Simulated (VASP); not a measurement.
AlN:

```
Al N
1.0
     3.90068    0.00000    0.00000
     1.26125    3.69114    0.00000
     1.26125    0.90188    3.57927
Al N
3 3
Direct
  0.86629 0.86629 0.45311
  0.13371 0.54689 0.13371
  0.13371 0.13371 0.54689
  0.86629 0.45311 0.86629
  0.45311 0.86629 0.86629
  0.54689 0.13371 0.13371
```

The cell was built from a structure type or drawn by symmetry, and may not be a known phase.

```yaml
Program: VASP 6.6.1
Task: relaxation of cell and atoms
Functional: PBE
Potentials_or_basis: VASP PAW PBE potentials, release 64 (Al, N)
Cutoff: 600 eV
k_mesh: 6 × 6 × 6
Occupations: gaussian, width 0.1 eV
Spin: no spin polarisation
```

At the start: pressure 113.2 GPa; volume 8.59 Å³/atom.

Q: Where does the relaxation end?

A: Over 68 steps the energy falls by 3522.5 meV/atom and the volume is 12.63 Å³/atom (+47.1 %); space group P1 (No. 1, to 0.1 Å) before and after.

The path:
```tsv
step	energy change (eV)	largest force (eV/Å)	pressure (GPa)	volume (Å³)
1	0.0000	16.9862	113.15	51.53
3	-11.1881	6.4616	8.25	76.22
5	-11.2280	5.9727	11.05	74.06
7	-12.2292	2.8141	-5.73	81.66
9	-13.7080	7.6473	13.21	79.07
11	-15.3064	2.2467	4.20	81.11
13	-16.3685	2.7338	3.57	84.38
15	-17.4007	1.6541	-2.84	89.15
17	-17.6319	0.9972	-0.01	87.88
19	-17.7792	0.9667	3.01	86.22
21	-18.0506	1.6035	-3.45	85.71
23	-18.2050	1.1246	-2.78	85.12
25	-18.4840	2.0940	-5.49	81.40
27	-18.9215	2.6457	-2.34	71.75
29	-18.9546	2.7703	-3.81	73.66
31	-19.3798	1.9118	1.40	69.87
33	-19.8083	2.4293	-2.61	69.10
35	-20.3154	1.5673	-1.83	67.54
37	-20.3668	1.4502	-1.16	67.13
39	-20.3933	1.5137	-0.37	66.72
41	-20.6289	0.8421	2.31	66.23
43	-20.6894	0.6559	-0.40	67.44
45	-20.8094	0.6067	0.48	68.68
47	-20.8282	0.7493	0.87	69.31
49	-20.9209	0.4796	-0.66	71.15
51	-20.9808	0.7086	1.88	71.66
53	-21.0458	0.6137	-0.73	74.11
55	-21.0808	0.3702	0.16	74.41
57	-21.0993	0.3462	0.28	74.75
59	-21.1144	0.3305	-0.20	75.30
61	-21.1274	0.1682	0.46	75.49
63	-21.1311	0.1209	-0.43	75.91
65	-21.1339	0.0816	0.08	75.78
67	-21.1348	0.0476	0.00	75.80
68	-21.1350	0.0151	-0.04	75.81
```

Final structure:
```
Al N
1.0
     3.30046    0.26820   -0.59869
     1.26250    5.37491   -0.00322
     0.72616    1.62841    4.29202
Al N
3 3
Cartesian
  3.9819 5.6888 2.2223
  2.6977 4.0551 3.7661
  0.8634 2.0775 2.2930
  4.2187 3.8836 2.6305
  2.4431 5.8818 3.2870
  2.3887 1.8561 1.1634
```

Caveat: the volume moved by over 15 % at a fixed basis, so the end points are rough.
